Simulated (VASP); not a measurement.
Set up this calculation in VASP 6.6.1, as the native input.

| Quantity | Value |
| --- | --- |
| Task | single point |
| Functional | PBEsol |
| Potentials or basis | VASP PAW PBE potentials, release 64 (Sn_d, Ge_d) |
| Cutoff | 520 eV |
| k mesh | 6 × 6 × 6 |
| Occupations | gaussian, width 0.1 eV |
| Spin | no spin polarisation |
| Dipole correction | no |
| Further INCAR settings | ALGO = Fast; EDIFF = 1e-06; NBANDS = 28 |

The structure of Sn2Ge lies in POSCAR:

```
Sn2Ge
1.0
    0.0000000000      3.4327523668      3.4327523668
    3.4327523668      0.0000000000      3.4327523668
    3.4327523668      3.4327523668      0.0000000000
Sn Ge
2 1
Direct
    0.7500000000      0.7500000000      0.7500000000
    0.2500000000      0.2500000000      0.2500000000
    0.0000000000      0.0000000000      0.0000000000
```

One way to write it, as run:

INCAR

```
SYSTEM = Sn2Ge
PREC = Accurate
ENCUT = 520
EDIFF = 1E-6
ISMEAR = 0
SIGMA = 0.1
LREAL = .False.
LASPH = .True.
NELM = 100
ALGO = Fast
ISIF = 2
LWAVE = .False.
LCHARG = .False.
GGA = PS
NBANDS = 28
```

KPOINTS

```
regular mesh
0
Gamma
  6 6 6
  0 0 0
```

Potentials or basis: VASP PAW PBE potentials, release 64 (Sn_d, Ge_d).

Run with:

```sh
$ cat potpaw_PBE.64/Sn_d/POTCAR potpaw_PBE.64/Ge_d/POTCAR > POTCAR
$ mpirun -np 1 vasp_std > vasp.out
```

Results of the run:

```yaml
Pressure: 0.0 GPa
Band_gap_on_the_k_mesh: zero (bands 21 and 22 overlap by 1.73 eV)
```

Caveat: the PAW data sets were made with another functional, which shifts forces and pressure a little; spin-orbit coupling is left out, which moves the levels of the heavy elements.

It took 78 s on 1 thread of Intel Xeon 8259CL, with other jobs on the host, peak memory 0.22 GiB.
